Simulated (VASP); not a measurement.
# Ga2O3 (P1) in VASP: notebook, part 2 of 2

VASP 6.6.1.

### 3 Single point, PBEsol

The input, INCAR:

```
SYSTEM = Ga2O3
PREC     = Accurate       ! precision mode
ENCUT    = 520            ! plane-wave cutoff, eV
EDIFF    = 1E-6           ! SCF threshold, eV
ISMEAR   = -1             ! smearing method
SIGMA    = 0.05           ! smearing width, eV
LREAL    = .FALSE.        ! projectors in reciprocal space
LASPH    = .TRUE.         ! aspherical terms in the spheres
NELM     = 100            ! most SCF steps
ALGO     = Normal         ! electronic algorithm
ISIF     = 2              ! what is computed and relaxed
LWAVE    = .FALSE.        ! write WAVECAR
LCHARG   = .FALSE.        ! write CHGCAR
GGA      = PS             ! functional
NBANDS   = 55             ! bands
```

The input, KPOINTS:

```
regular mesh
0
G
  4 4 3
  0 0 0
```

The input, POSCAR:

```
Ga2O3
1.0
    2.4394070000      4.4047590000     -0.0406480000
   -2.5088970000      4.4448790000      0.0348020000
   -2.5535400000      1.4919630000      4.4909710000
Ga O
4 6
Direct
    0.3392869304      0.3066722537      0.0588907226
    0.1812813865      0.6955830650      0.4161367428
    0.6752160074      0.6432179943      0.9751180552
    0.8745080361      0.2847401826      0.5814133458
    0.5590222600      0.1701475394      0.7784331411
    0.2884117805      0.8002440010      0.7295910551
    1.0003063147      0.4390007258      0.7711442242
    0.4270634674      0.8435570661      0.2432716227
    0.7757152118      0.1436741630      0.2984760141
    0.0752666585      0.5076957009      0.2355102300
```

Potentials or basis: VASP PAW PBE potentials, release 64 (Ga_d, O).

Started as:

```console
$ cat potpaw_PBE.64/Ga_d/POTCAR potpaw_PBE.64/O/POTCAR > POTCAR
$ mpirun -np 1 vasp_std > vasp.out
```

OUTCAR:

```text
SYSTEM = Ga2O3
   PREC = Accurate
   ENCUT = 520
   EDIFF = 1E-6
   ISMEAR = -1
   LREAL = .FALSE.
   LASPH = .TRUE.
   NELM = 100
   ISIF = 2
   GGA = PS

 ion  position               nearest neighbor table
   1  0.339  0.307  0.059-  10 1.79   8 1.85   7 1.89   5 2.04   9 2.07   6 2.14   3 2.76   2 2.88
                             3 2.88
   2  0.181  0.696  0.416-   8 1.80   9 1.88  10 1.89   5 2.07   6 2.14   7 2.24   4 2.82   1 2.88

   3  0.675  0.643  0.975-   6 1.89  10 2.03   9 2.04   7 2.06   5 2.08   8 2.18   4 2.71   1 2.76
                             1 2.88
   4  0.875  0.285  0.581-   7 1.83   6 1.95   5 2.08   9 2.13   8 2.20  10 2.22   3 2.71   2 2.82

   5  0.559  0.170  0.778-   1 2.04   2 2.07   3 2.08   4 2.08
   6  0.288  0.800  0.730-   3 1.89   4 1.95   1 2.14   2 2.14
   7  0.000  0.439  0.771-   4 1.83   1 1.89   3 2.06   2 2.24
   8  0.427  0.844  0.243-   2 1.80   1 1.85   3 2.18   4 2.20
   9  0.776  0.144  0.298-   2 1.88   3 2.04   1 2.07   4 2.13
  10  0.075  0.508  0.236-   1 1.79   2 1.89   3 2.03   4 2.22

  LATTYP: Found a triclinic cell.
 ALAT       =     8.7640464404
 B/A-ratio  =     0.5745407075
 C/A-ratio  =     0.6135634578
 COS(alpha) =     0.0059116274
 COS(beta)  =     0.3403791455
 COS(gamma) =     0.8477663022

  Lattice vectors:

 A1 = (   4.8341710000,   5.8566020000,   4.3748730000)
 A2 = (   2.4394070000,   4.4047590000,  -0.0406480000)
 A3 = (  -2.5535400000,   1.4919630000,   4.4909710000)

Analysis of symmetry for initial positions (statically):
=====================================================================
 Subroutine PRICEL returns:
 Original cell was already a primitive cell.

 Routine SETGRP: Setting up the symmetry group for a
 triclinic supercell.

 Subroutine GETGRP returns: Found  1 space group operations
 (whereof  1 operations were pure point group operations)
 out of a pool of  2 trial point group operations.

The static configuration has the point symmetry C_1 .

Analysis of symmetry for dynamics (positions and initial velocities):
=====================================================================
 Subroutine PRICEL returns:
 Original cell was already a primitive cell.

 Routine SETGRP: Setting up the symmetry group for a
 triclinic supercell.

 Subroutine GETGRP returns: Found  1 space group operations
 (whereof  1 operations were pure point group operations)
 out of a pool of  2 trial point group operations.

The dynamic configuration has the point symmetry C_1 .

 Subroutine INISYM returns: Found  1 space group operations
 (whereof  1 operations are pure point group operations),
 and found     1 'primitive' translations

----------------------------------------------------------------------------------------

                                     Primitive cell

  volume of cell :      97.4978

  direct lattice vectors                    reciprocal lattice vectors
     2.439407000  4.404759000 -0.040648000     0.204208694  0.114654021  0.078022216
    -2.508897000  4.444879000  0.034802000    -0.203515251  0.111300042 -0.152693010
    -2.553540000  1.491963000  4.490971000     0.003425409  0.000175239  0.224558446

  length of vectors
[... 77 lines left out ...]
 -0.000000 -0.250000  0.333333      2.000000
  0.250000 -0.250000  0.333333      2.000000
 [... further k-points ...]
   k-points           NKPTS =     26   k-points in BZ     NKDIM =     26   number of bands    NBANDS=     55
   number of dos      NEDOS =    301   number of ions     NIONS =     10
   total plane-waves  NPLWV =  64000
   dimension x,y,z NGX =    40 NGY =   40 NGZ =   40
   dimension x,y,z NGXF=    80 NGYF=   80 NGZF=   80
   ions per type =               4   6
   NGX,Y,Z   is equivalent  to a cutoff of  13.21, 13.03, 12.37 a.u.
   NGXF,Y,Z  is equivalent  to a cutoff of  26.41, 26.06, 24.73 a.u.
 SYSTEM =  Ga2O3
   PREC   = accura    normal or accurate (medium, high low for compatibility)
   ISTART =      0    job   : 0-new  1-cont  2-samecut
   ICHARG =      2    charge: 1-file 2-atom 10-const
   ISPIN  =      1    spin polarized calculation?
   LNONCOLLINEAR =      F non collinear calculations
   LSORBIT =      F    spin-orbit coupling
   LASPH  =      T    aspherical Exc in radial PAW
   ENCUT  =  520.0 eV  38.22 Ry    6.18 a.u.   9.36  9.49 10.00*2*pi/ulx,y,z
   NELM   =    100;   NELMIN=  2; NELMDL= -5     # of ELM steps
   EDIFF  = 0.1E-05   stopping-criterion for ELM
   LREAL  =      F    real-space projection
   EDIFFG = 0.1E-04   stopping-criterion for IOM
   NSW    =      0    number of steps for IOM
   IBRION =     -1    ionic relax: 0-MD 1-quasi-New 2-CG
   NFREE  =      0    steps in history (QN), initial steepest desc. (CG)
   ISIF   =      2    stress and relaxation
   ISYM   =      2    0-nonsym 1-usesym 2-fastsym
   POTIM  = 0.5000    time-step for ionic-motion
   TEBEG  =    0.0;   TEEND  =   0.0 temperature during run
   PSTRESS=    0.0 pullay stress
   NELECT =      88.0000    total number of electrons
   NUPDOWN=      -1.0000    fix difference up-down
   EMIN   =  10.00;   EMAX   =-10.00  energy-range for DOS
   EFERMI =   0.00;   METHOD = LEGACY
   ISMEAR =    -1;   SIGMA  =   0.05  broadening in eV -4-tet -1-fermi 0-gaus
   EFERMI_NEDOS =   21; number of points for ismear=-14 and -15
   IALGO  =     38    algorithm
   IMIX   =      4    mixing-type and parameters
     AMIX     =   0.40;   BMIX     =  1.00
     AMIX_MAG =   1.60;   BMIX_MAG =  1.00
  volume/ion in A,a.u.               =       9.75        65.79
  Fermi-wavevector in a.u.,A,eV,Ry     =   1.582113  2.989760 34.056483  2.503081
  Thomas-Fermi vector in A             =   2.682085
   LORBIT       =      0    0 simple, 1 ext, 2 COOP (PROOUT), +10 PAW based schemes
   GGA     = PS    functional components
   LHFCALC =     F    Hartree Fock is set to
   AEXX    =    0.0000 exact exchange contribution
   IVDW    =     0    specifies the selected vdW correction
   LEPSILON=     F    determine dielectric tensor
   LRPA    =     F    only Hartree local field effects (RPA)
 non-spin polarized calculation
  energy-cutoff  :      520.00
  volume of cell :       97.50
 maximum number of plane-waves:      2642
 NGX is ok and might be reduce to    40
   NGX = 19   NGY = 19   NGZ = 19

 number of electron      88.0000013 magnetization

 Free energy of the ion-electron system (eV)
  ---------------------------------------------------
  ext. energy  EPLUGINS =         0.00000000
  ---------------------------------------------------
  free energy    TOTEN  =       -61.98387125 eV

  energy without entropy =      -61.98387125  energy(sigma->0) =      -61.98387125

 E-fermi :   5.6701     XC(G=0): -12.4132

 val. band max:        4.5942705601   @ k =   0.0000   0.0000   0.0000
 cond. band min:       6.6862612186   @ k =   0.0000   0.0000   0.0000
 fundamental gap:      2.0919906585
 Fermi energy:         5.6701075603

 k-point     1 :       0.0000    0.0000    0.0000
  band No.  band energies     occupation
      1     -14.7181      2.00000
      2     -13.1979      2.00000
      3     -12.8175      2.00000
      4     -12.6520      2.00000
      5     -12.4092      2.00000
      6     -11.8258      2.00000
[... 1381 lines left out ...]
     54      15.6495      0.00000
     55      16.5164      0.00000

 [... further k-points ...]

------------------------ aborting loop because EDIFF is reached ----------------------------------------

  FORCE on cell =-STRESS in cart. coord.  units (eV):
  Direction    XX          YY          ZZ          XY          YZ          ZX
  --------------------------------------------------------------------------------------
  -------------------------------------------------------------------------------------
  Total        3.5918918      0.4471700      3.7973718      3.4983723      1.4268071      0.1182396
  in kB       59.0254069      7.3483256     62.4020518     57.4886049     23.4466612      1.9430268
  external PRESSURE =      42.9252615 kB  Pullay stress =       0.0000000 kB

 VOLUME and BASIS-vectors are now :
 -----------------------------------------------------------------------------
  energy-cutoff  :      520.00
  volume of cell :       97.50
      direct lattice vectors                 reciprocal lattice vectors
     2.439407000  4.404759000 -0.040648000     0.204208694  0.114654021  0.078022216
    -2.508897000  4.444879000  0.034802000    -0.203515251  0.111300042 -0.152693010
    -2.553540000  1.491963000  4.490971000     0.003425409  0.000175239  0.224558446

 POSITION                                       TOTAL-FORCE (eV/Angst)
 -----------------------------------------------------------------------------------
     -0.09213      2.94546      0.26136         2.665935      1.567193     -0.651444
     -2.36555      4.51114      1.88570        -0.739014     -0.881221      1.667673
     -2.45664      7.28803      4.37417        -0.767374      0.928953     -1.592483
     -0.06577      5.98508      2.58547         0.582849     -1.328583      0.797079
     -1.05096      4.38004      3.47912         1.128118      1.571201     -1.261354
     -3.16722      5.91590      3.29270        -0.551584     -0.577150      1.123573
     -3.06981      3.10317      3.47845        -2.803774     -0.542939     -0.541531
     -1.69582      5.99357      1.10452         3.421175     -0.663832      1.044746
      0.76965      4.50077      1.31392        -1.494667      0.720909     -1.368965
     -1.69154      2.93955      1.07228        -1.441665     -0.794531      0.782705
 -----------------------------------------------------------------------------------
    total drift:                               -0.000291     -0.000654     -0.000127

  FREE ENERGIE OF THE ION-ELECTRON SYSTEM (eV)
  ---------------------------------------------------
  free  energy   TOTEN  =       -61.9838712490 eV

  energy  without entropy=      -61.9838712488  energy(sigma->0) =      -61.98387125
```

Run time: 99 s. Hardware: 1 thread of Intel Xeon 6975P-C (Granite Rapids), shared host; peak memory 0.29 GiB.

Results:

* Free energy: -61.9839 eV
* Pressure: 4.3 GPa
* Largest force: 3.638 eV/Å
* Band gap on the k mesh: 2.09 eV

Forces in eV/Å, atoms in the order of the input:
```
Ga   2.666  1.567 -0.651
Ga  -0.739 -0.881  1.668
Ga  -0.767  0.929 -1.592
Ga   0.583 -1.329  0.797
O    1.128  1.571 -1.261
O   -0.552 -0.577  1.124
O   -2.804 -0.543 -0.542
O    3.421 -0.664  1.045
O   -1.495  0.721 -1.369
O   -1.442 -0.795  0.783
```

Stress tensor (GPa, compression positive):
```
5.90 5.75 0.19
5.75 0.73 2.34
0.19 2.34 6.24
```

Caveat: the k points lie up to 0.47 Å⁻¹ apart; the PAW data sets were made with another functional, which shifts forces and pressure a little.
